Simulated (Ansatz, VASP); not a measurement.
Li2S: VASP beside Ansatz

Contents of INCAR:

```
SYSTEM = Li2S
  PREC = Accurate
  ENCUT = 750
  EDIFF = 1E-6
  ISMEAR = 0
  SIGMA = 0.05
  LREAL = .False.
  LASPH = .True.
  NELM = 120
  ALGO = Normal
  ISIF = 2
  LWAVE = .False.
  LCHARG = .False.
  GGA = PS
  IVDW = 12
  NBANDS = 13
  GGA_COMPAT = .False.
```

Contents of KPOINTS:

```
Automatic mesh
0
Gamma
  8 8 8
  0 0 0
```

Contents of POSCAR:

```
Li2S
1.0
    0.0000000000      2.8540007422      2.8540007422
    2.8540007422      0.0000000000      2.8540007422
    2.8540007422      2.8540007422      0.0000000000
Li S
2 1
Direct
    0.2500000000      0.2500000000      0.2500000000
    0.7500000000      0.7500000000      0.7500000000
    0.0000000000      0.0000000000      0.0000000000
```

Input for Ansatz:

```yaml
crystal:
  lattice:
    - [0.0, 2.8540007422, 2.8540007422]
    - [2.8540007422, 0.0, 2.8540007422]
    - [2.8540007422, 2.8540007422, 0.0]
  atoms:
    - { symbol: Li, position: [0.25, 0.25, 0.25] }
    - { symbol: Li, position: [0.75, 0.75, 0.75] }
    - { symbol: S, position: [0.0, 0.0, 0.0] }
basis:
  ecutwfc: 420
  ecutrho_ratio: 4
kpoints:
  mp_grid: { grid: [8, 8, 8] }
hamiltonian:
  xc: pbesol
  dispersion: d3bj
scf:
  occupations: { method: gaussian, width: 0.05 }
output:
  forces: true
  stress: true
  eigenvalues: true
```

Alike in both runs: task single point; functional PBEsol; dispersion D3(BJ); k mesh 8 × 8 × 8; occupations gaussian, width 0.05 eV; no spin polarisation.

|  | VASP | Ansatz |
| --- | --- | --- |
| version | VASP 6.6.1 | Ansatz 0.2.0 |
| potentials or method | VASP PAW PBE potentials, release 64 (Li_sv, S), cutoff 750 eV | scalar-relativistic, plane waves, PAW |
| valence electrons in the cell | 12 | 12 |

```tsv
	VASP	Ansatz	Ansatz less VASP
gap on the k mesh at the Fermi level (eV)	3.22	3.22	0.000
least direct gap on the mesh (eV)	4.07	4.07	-0.003
pressure (GPa)	-3.5	-3.5	+0.07
```

VASP's potentials were made for PBE, not for PBEsol.
